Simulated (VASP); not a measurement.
Crystal: SnO.

```
CELL_PARAMETERS angstrom
3.83527 0.00000 0.00000
0.00000 3.83527 0.00000
0.00000 0.00000 4.76055
ATOMIC_POSITIONS crystal
Sn 0.50000 0.00000 0.24358
Sn 0.00000 0.50000 0.75642
O 0.00000 0.00000 0.00000
O 0.50000 0.50000 0.00000
```

* Program: VASP 6.6.1
* Task: relaxation of cell and atoms
* Functional: r2SCAN
* Dispersion: rVV10
* Potentials or basis: VASP PAW PBE potentials, release 64 (Sn_d, O)
* Cutoff: 600 eV
* k mesh: 6 × 6 × 6
* Occupations: fermi-dirac, width 0.02 eV
* Spin: no spin polarisation

At the start: pressure -2.6 GPa; volume 17.51 Å³/atom.

Question: Where does the relaxation end?

Answer: Over 9 steps the energy falls by 3.9 meV/atom and the volume is 17.11 Å³/atom (-2.2 %); space group P4/nmm (No. 129, to 0.1 Å) before and after.

Step by step:
| step | energy change (eV) | largest force (eV/Å) | pressure (GPa) | volume (Å³) |
| --- | --- | --- | --- | --- |
| 1 | 0.0000 | 0.3740 | -2.57 | 70.02 |
| 2 | 0.0035 | 0.5711 | 2.94 | 67.22 |
| 3 | -0.0147 | 0.0584 | -0.09 | 68.67 |
| 4 | -0.0147 | 0.0695 | -0.01 | 68.64 |
| 5 | -0.0153 | 0.0383 | 0.01 | 68.53 |
| 6 | -0.0155 | 0.0125 | 0.05 | 68.43 |
| 7 | -0.0155 | 0.0091 | 0.07 | 68.43 |
| 8 | -0.0155 | 0.0153 | -0.08 | 68.51 |
| 9 | -0.0155 | 0.0042 | 0.00 | 68.45 |

Final structure:
```
CELL_PARAMETERS angstrom
3.79669 0.00000 0.00000
0.00000 3.79669 0.00000
0.00000 0.00000 4.74878
ATOMIC_POSITIONS crystal
Sn 0.50000 0.00000 0.24269
Sn 0.00000 0.50000 0.75731
O 0.00000 0.00000 0.00000
O 0.50000 0.50000 0.00000
```

Caveat: the PAW data sets were made with another functional, which shifts forces and pressure a little.
